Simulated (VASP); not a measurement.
# CuSi16H4 in VASP: single point with PBEsol

Aim: the single point of CuSi16H4 with PBEsol.

All numbers are computed with VASP 6.6.1; they aren't measurements. Logs are shortened: lines on timing, memory, paths and dates and some standing lists are left out, and cuts for length are marked.

## (1) The cell of the first run

The cell holds a slab with vacuum, 21 atoms: a = 7.679 Å, b = 7.679 Å, c = 17.419 Å, α = 90.00°, β = 90.00°, γ = 60.00°.

## (2) Single point, PBEsol, collinear spin

Contents of INCAR:

```
PREC     = Accurate       # precision mode
ENCUT    = 520            # plane-wave cutoff, eV
EDIFF    = 1E-7           # SCF threshold, eV
ISMEAR   = -1             # smearing method
SIGMA    = 0.05           # smearing width, eV
LREAL    = Auto         
LASPH    = T              # aspherical terms in the spheres
NELM     = 150            # most SCF steps
ALGO     = Normal         # electronic algorithm
ISIF     = 2              # what is computed and relaxed
LWAVE    = F              # write WAVECAR
LCHARG   = T              # write CHGCAR
ISPIN    = 2              # spin polarisation
MAGMOM   = 0 0 0 0 0 0 0 0 0.06 0 0 0 0 0 0 0 0.22 0 0.22 0.22 0 # initial moments
LORBIT   = 11             # projections on sites
LMAXMIX  = 4              # l up to which the mixer works
GGA      = PS             # functional
LELF     = T              # ELF
LVHAR    = T            
NBANDS   = 60             # bands
```

Contents of KPOINTS:

```
Automatic mesh
0
Gamma
  2 2 1
```

Contents of POSCAR:

```
CuSi16H4
1.0
    7.6791800000      0.0000000000      0.0000000000
    3.8395900000      6.6503650000      0.0000000000
    0.0000000000      0.0000000000     17.4187650000
H Si Cu
4 16 1
Direct
    0.1666666792      0.1666666416      0.0574093514
    0.6666666792      0.1666666416      0.0574093514
    0.1666666416      0.6666667168      0.0574093514
    0.6666666416      0.6666667168      0.0574093514
    0.1666666792      0.1666666416      0.1435233784
    0.6666666792      0.1666666416      0.1435233784
    0.1666666416      0.6666667168      0.1435233784
    0.6666666416      0.6666667168      0.1435233784
   -0.1653576055      0.3310397249      0.1877326550
    0.3334997320      0.3341194055      0.1887452411
   -0.1658077160      0.8342477443      0.1867319526
    0.3317471531      0.8343101469      0.1847705621
   -0.1834104664      0.3510135158      0.3250542160
    0.3423409500      0.3472795854      0.3248978329
   -0.1734420481      0.8379255875      0.3232653980
    0.3454293073      0.8330801392      0.3187402781
    0.0024374284      0.0067321117      0.3397196644
    0.4937116582      0.0139447985      0.3665649660
    0.0041868635      0.5014736785      0.3574756879
    0.4948226928      0.5215232547      0.3815922656
    0.4828496963      0.8773166586      0.4743378764
```

Potentials or basis: VASP PAW PBE potentials, release 64 (H, Si, Cu).

Launch:

```console
cat potpaw_PBE.64/H/POTCAR potpaw_PBE.64/Si/POTCAR potpaw_PBE.64/Cu/POTCAR > POTCAR
mpirun -np 1 vasp_std > vasp.out
```

OUTCAR:

```text
PREC = Accurate
   ENCUT = 520
   EDIFF = 1E-7
   ISMEAR = -1
   LREAL = Auto
   LASPH = T
   NELM = 150
   ISIF = 2
   ISPIN = 2
   LORBIT = 11
   GGA = PS

 ion  position               nearest neighbor table
   1  0.167  0.167  0.057-   5 1.50
   2  0.667  0.167  0.057-   6 1.50
   3  0.167  0.667  0.057-   7 1.50
   4  0.667  0.667  0.057-   8 1.50
   5  0.167  0.167  0.144-   1 1.50  12 2.32   9 2.34  10 2.36
   6  0.667  0.167  0.144-   2 1.50  11 2.34   9 2.34  10 2.35
   7  0.167  0.667  0.144-   3 1.50  12 2.33  11 2.34  10 2.35
   8  0.667  0.667  0.144-   4 1.50  12 2.34  11 2.35   9 2.36
   9  0.835  0.331  0.188-   5 2.34   6 2.34   8 2.36  13 2.40
  10  0.333  0.334  0.189-   7 2.35   6 2.35   5 2.36  14 2.38
  11  0.834  0.834  0.187-   6 2.34   7 2.34   8 2.35  15 2.38
  12  0.332  0.834  0.185-   5 2.32   7 2.33  16 2.34   8 2.34
  13  0.817  0.351  0.325-  17 2.31  19 2.32  20 2.36   9 2.40
  14  0.342  0.347  0.325-  19 2.32  18 2.34  10 2.38  20 2.39
  15  0.827  0.838  0.323-  17 2.31  19 2.32  18 2.34  11 2.38
  16  0.345  0.833  0.319-  17 2.31  12 2.34  20 2.34  18 2.35
  17  0.002  0.007  0.340-  13 2.31  16 2.31  15 2.31
  18  0.494  0.014  0.367-  21 2.17  14 2.34  15 2.34  16 2.35
  19  0.004  0.501  0.357-  15 2.32  14 2.32  13 2.32
  20  0.495  0.522  0.382-  16 2.34  13 2.36  14 2.39
  21  0.483  0.877  0.474-  18 2.17

  LATTYP: Found a hexagonal cell.
 ALAT       =     7.6791800344
 C/A-ratio  =     2.2683105386

  Lattice vectors:

 A1 = (  -3.8395900000,  -6.6503650000,   0.0000000000)
 A2 = (   7.6791800000,   0.0000000000,   0.0000000000)
 A3 = (   0.0000000000,   0.0000000000,  17.4187650000)

Analysis of symmetry for initial positions (statically):
=====================================================================
 Subroutine PRICEL returns:
 Original cell was already a primitive cell.

 Routine SETGRP: Setting up the symmetry group for a
 hexagonal supercell.

 Subroutine GETGRP returns: Found  1 space group operations
 (whereof  1 operations were pure point group operations)
 out of a pool of 24 trial point group operations.

The static configuration has the point symmetry C_1 .

Analysis of symmetry for dynamics (positions and initial velocities):
=====================================================================
 Subroutine PRICEL returns:
 Original cell was already a primitive cell.

 Routine SETGRP: Setting up the symmetry group for a
 hexagonal supercell.

 Subroutine GETGRP returns: Found  1 space group operations
 (whereof  1 operations were pure point group operations)
 out of a pool of 24 trial point group operations.

The dynamic configuration has the point symmetry C_1 .

Analysis of structural, dynamic, and magnetic symmetry:
=====================================================================
 Subroutine PRICEL returns:
 Original cell was already a primitive cell.

 Routine SETGRP: Setting up the symmetry group for a
 hexagonal supercell.

 Subroutine GETGRP returns: Found  1 space group operations
 (whereof  1 operations were pure point group operations)
 out of a pool of 24 trial point group operations.

The overall configuration has the point symmetry C_1 .

 Subroutine INISYM returns: Found  1 space group operations
 (whereof  1 operations are pure point group operations),
 and found     1 'primitive' translations

----------------------------------------------------------------------------------------

                                     Primitive cell

  volume of cell :     889.5650

  direct lattice vectors                    reciprocal lattice vectors
     7.679180000  0.000000000  0.000000000     0.130222237 -0.075183843  0.000000000
     3.839590000  6.650365000  0.000000000     0.000000000  0.150367687  0.000000000
     0.000000000  0.000000000 17.418765000     0.000000000  0.000000000  0.057409351

  length of vectors
[... 78 lines left out ...]
  0.500000 -0.000000  0.000000      1.000000
  0.500000  0.500000  0.000000      1.000000
  0.000000  0.500000  0.000000      1.000000
   k-points           NKPTS =      4   k-points in BZ     NKDIM =      4   number of bands    NBANDS=     60
   number of dos      NEDOS =    301   number of ions     NIONS =     21
   total plane-waves  NPLWV = 504000
   dimension x,y,z NGX =    60 NGY =   60 NGZ =  140
   dimension x,y,z NGXF=   120 NGYF=  120 NGZF=  280
   ions per type =               4  16   1
   NGX,Y,Z   is equivalent  to a cutoff of  12.99, 12.99, 13.36 a.u.
   NGXF,Y,Z  is equivalent  to a cutoff of  25.98, 25.98, 26.72 a.u.
 SYSTEM =  unknown system
   PREC   = accura    normal or accurate (medium, high low for compatibility)
   ISTART =      0    job   : 0-new  1-cont  2-samecut
   ICHARG =      2    charge: 1-file 2-atom 10-const
   ISPIN  =      2    spin polarized calculation?
   LNONCOLLINEAR =      F non collinear calculations
   LSORBIT =      F    spin-orbit coupling
   LASPH  =      T    aspherical Exc in radial PAW
   ENCUT  =  520.0 eV  38.22 Ry    6.18 a.u.  14.28 14.28 32.39*2*pi/ulx,y,z
   NELM   =    150;   NELMIN=  2; NELMDL= -5     # of ELM steps
   EDIFF  = 0.1E-06   stopping-criterion for ELM
   LREAL  =      T    real-space projection
   EDIFFG = 0.1E-05   stopping-criterion for IOM
   NSW    =      0    number of steps for IOM
   IBRION =     -1    ionic relax: 0-MD 1-quasi-New 2-CG
   NFREE  =      0    steps in history (QN), initial steepest desc. (CG)
   ISIF   =      2    stress and relaxation
   ISYM   =      2    0-nonsym 1-usesym 2-fastsym
   POTIM  = 0.5000    time-step for ionic-motion
   TEBEG  =    0.0;   TEEND  =   0.0 temperature during run
   PSTRESS=    0.0 pullay stress
   NELECT =      79.0000    total number of electrons
   NUPDOWN=      -1.0000    fix difference up-down
   EMIN   =  10.00;   EMAX   =-10.00  energy-range for DOS
   EFERMI =   0.00;   METHOD = LEGACY
   ISMEAR =    -1;   SIGMA  =   0.05  broadening in eV -4-tet -1-fermi 0-gaus
   EFERMI_NEDOS =   21; number of points for ismear=-14 and -15
   IALGO  =     38    algorithm
   IMIX   =      4    mixing-type and parameters
     AMIX     =   0.40;   BMIX     =  1.00
     AMIX_MAG =   1.60;   BMIX_MAG =  1.00
  volume/ion in A,a.u.               =      42.36       285.86
  Fermi-wavevector in a.u.,A,eV,Ry     =   0.730395  1.380247  7.258399  0.533477
  Thomas-Fermi vector in A             =   1.822355
   LORBIT       =     11    0 simple, 1 ext, 2 COOP (PROOUT), +10 PAW based schemes
   GGA     = PS    functional components
   LHFCALC =     F    Hartree Fock is set to
   AEXX    =    0.0000 exact exchange contribution
   IVDW    =     0    specifies the selected vdW correction
   LEPSILON=     F    determine dielectric tensor
   LRPA    =     F    only Hartree local field effects (RPA)
 spin polarized calculation
  energy-cutoff  :      520.00
  volume of cell :      889.57
 maximum number of plane-waves:     23990
 NGX is ok and might be reduce to    60
   NGX = 29   NGY = 29   NGZ = 65

 number of electron      79.0000007 magnetization       0.8440903

 Free energy of the ion-electron system (eV)
  ---------------------------------------------------
  ext. energy  EPLUGINS =         0.00000000
  ---------------------------------------------------
  free energy    TOTEN  =      -101.74960634 eV

  energy without entropy =     -101.70923429  energy(sigma->0) =     -101.72942031

 E-fermi :  -0.6147     XC(G=0):  -4.6223

 val. band max:       -0.6908447537   @ k =   0.0000   0.5000   0.0000
 cond. band min:      -0.6069146241   @ k =   0.0000   0.0000   0.0000
 fundamental gap:      0.0839301296
 Fermi energy:        -0.6147232391

 spin component 1

 k-point     1 :       0.0000    0.0000    0.0000
  band No.  band energies     occupation
      1     -12.1439      1.00000
      2     -10.9204      1.00000
      3      -9.9510      1.00000
      4      -9.9264      1.00000
      5      -9.8559      1.00000
      6      -9.1689      1.00000
[... 205 lines left out ...]
     50       2.6407      0.00000
     51       2.9894      0.00000
 Fermi energy:        -0.6147232391

 spin component 2

 k-point     1 :       0.0000    0.0000    0.0000
  band No.  band energies     occupation
      1     -12.1063      1.00000
      2     -10.8824      1.00000
      3      -9.9118      1.00000
      4      -9.9008      1.00000
      5      -9.8192      1.00000
      6      -9.1383      1.00000
[... 205 lines left out ...]
     50       2.6845      0.00000
     51       3.0766      0.00000
 [bands above 51 left out]

------------------------ aborting loop because EDIFF is reached ----------------------------------------

  FORCE on cell =-STRESS in cart. coord.  units (eV):
  Direction    XX          YY          ZZ          XY          YZ          ZX
  --------------------------------------------------------------------------------------
  -------------------------------------------------------------------------------------
  Total        2.0686306      1.5921883      0.1125045     -0.5728599     -1.2388842     -0.7269912
  in kB        3.7257683      2.8676577      0.2026296     -1.0317662     -2.2313291     -1.3093690
  external PRESSURE =       2.2653519 kB  Pullay stress =       0.0000000 kB

 VOLUME and BASIS-vectors are now :
 -----------------------------------------------------------------------------
  energy-cutoff  :      520.00
  volume of cell :      889.57
      direct lattice vectors                 reciprocal lattice vectors
     7.679180000  0.000000000  0.000000000     0.130222237 -0.075183843  0.000000000
     3.839590000  6.650365000  0.000000000     0.000000000  0.150367687  0.000000000
     0.000000000  0.000000000 17.418765000     0.000000000  0.000000000  0.057409351

 POSITION                                       TOTAL-FORCE (eV/Angst)
 -----------------------------------------------------------------------------------
      1.91979      1.10839      1.00000         0.008498      0.098729     -0.153073
      5.75938      1.10839      1.00000         0.019047      0.007408     -0.143954
      3.83959      4.43358      1.00000        -0.062346     -0.016492     -0.144394
      7.67918      4.43358      1.00000         0.065718     -0.048583     -0.156142
      1.91979      1.10839      2.50000         0.128288      0.085616      0.194879
      5.75938      1.10839      2.50000        -0.093013      0.094434      0.188277
[... 13 lines left out ...]
      5.80227      3.46832      6.64687         0.025084      0.107129      0.440736
      7.07643      5.83448      8.26238        -0.187461     -0.503367     -0.205804
 -----------------------------------------------------------------------------------
    total drift:                               -0.000716     -0.009538     -0.007093

  FREE ENERGIE OF THE ION-ELECTRON SYSTEM (eV)
  ---------------------------------------------------
  free  energy   TOTEN  =      -101.7496063365 eV

  energy  without entropy=     -101.7092342859  energy(sigma->0) =     -101.72942031

 total charge

# of ion       s       p       d       tot
------------------------------------------
    1        0.548   0.013   0.000   0.561
    2        0.547   0.013   0.000   0.560
    3        0.548   0.013   0.000   0.561
    4        0.549   0.013   0.000   0.562
    5        0.739   0.980   0.000   1.719
    6        0.739   0.979   0.000   1.719
[... 13 lines left out ...]
   20        0.799   0.849   0.000   1.648
   21        0.494   0.114   9.294   9.902
--------------------------------------------------
tot         14.745  15.166   9.294  39.205

 magnetization (x)

# of ion       s       p       d       tot
------------------------------------------
    1        0.000  -0.000   0.000   0.000
    2        0.004   0.000   0.000   0.005
    3        0.000  -0.000   0.000   0.000
    4       -0.001   0.000   0.000  -0.001
    5        0.000  -0.000   0.000  -0.000
    6        0.006   0.017   0.000   0.023
[... 13 lines left out ...]
   20        0.002   0.001   0.000   0.003
   21       -0.001   0.000   0.004   0.003
--------------------------------------------------
tot          0.043   0.230   0.004   0.276
```

Wall time 23 min (1 thread of Intel Xeon Platinum 8488C (Sapphire Rapids), shared host); peak memory 1.5 GiB.

Results:

```yaml
Free_energy: -101.7496 eV
Largest_force: 0.575 eV/Å
Band_gap_on_the_k_mesh: 0.08 eV (least direct gap 0.16 eV)
Net_moment: 0.84 μB per cell
Site_moments: H +0.00, +0.01, -0.00 (each value once); Si -0.00, +0.02, +0.01, +0.00, +0.20 (each value once); Cu +0.00 μB
Valence_electrons_inside_the_program's_atomic_spheres: H 0.56; Si 1.72, 1.71, 1.68, 1.69, 1.67, 1.70, 1.66, 1.65 (each value once); Cu 9.90
```

Forces in eV/Å, atoms in the order of the input:
```
H    0.008  0.099 -0.153
H    0.019  0.007 -0.144
H   -0.062 -0.016 -0.144
H    0.066 -0.049 -0.156
Si   0.128  0.086  0.195
Si  -0.093  0.094  0.188
Si   0.005 -0.140  0.110
Si  -0.006 -0.049  0.212
Si   0.011 -0.017  0.020
Si  -0.001  0.005  0.042
Si   0.004 -0.003  0.007
Si  -0.007  0.006 -0.018
Si  -0.091  0.122  0.057
Si   0.127  0.104  0.019
Si  -0.058  0.018  0.013
Si   0.069 -0.019 -0.003
Si   0.021  0.054 -0.430
Si  -0.006  0.103  0.016
Si   0.028 -0.008 -0.067
Si   0.025  0.107  0.441
Cu  -0.187 -0.503 -0.206
```

Levels at points of the mesh, in eV from the valence-band top:
Spin up:
```csv
k point,band 37,band 38,band 39,band 40,band 41,band 42,band 43,band 44
"(0.00, 0.00, 0.00)",-0.34,-0.28,-0.16,-0.09,0.18,1.04,1.13,1.24
"(0.50, 0.00, 0.00)",-0.73,-0.70,-0.13,-0.07,0.46,1.56,1.79,1.92
"(0.50, 0.50, 0.00)",-0.87,-0.72,-0.15,-0.03,0.41,1.64,1.80,2.00
"(0.00, 0.50, 0.00)",-0.84,-0.71,-0.13,0.00,0.43,1.59,1.81,2.00
```
Spin down:
```csv
k point,band 36,band 37,band 38,band 39,band 40,band 41,band 42,band 43
"(0.00, 0.00, 0.00)",-0.67,-0.29,-0.13,-0.07,0.08,0.49,1.07,1.19
"(0.50, 0.00, 0.00)",-0.96,-0.72,-0.69,-0.10,0.38,0.73,1.59,1.84
"(0.50, 0.50, 0.00)",-0.87,-0.84,-0.71,-0.13,0.43,0.67,1.65,1.89
"(0.00, 0.50, 0.00)",-0.89,-0.80,-0.70,-0.08,0.44,0.68,1.61,1.90
```

Caveat: the k points lie up to 0.47 Å⁻¹ apart; a moment this small can come from the mesh or the smearing; there is no dipole correction, which matters where the two faces differ; the PAW data sets were made with another functional, which shifts forces and pressure a little.
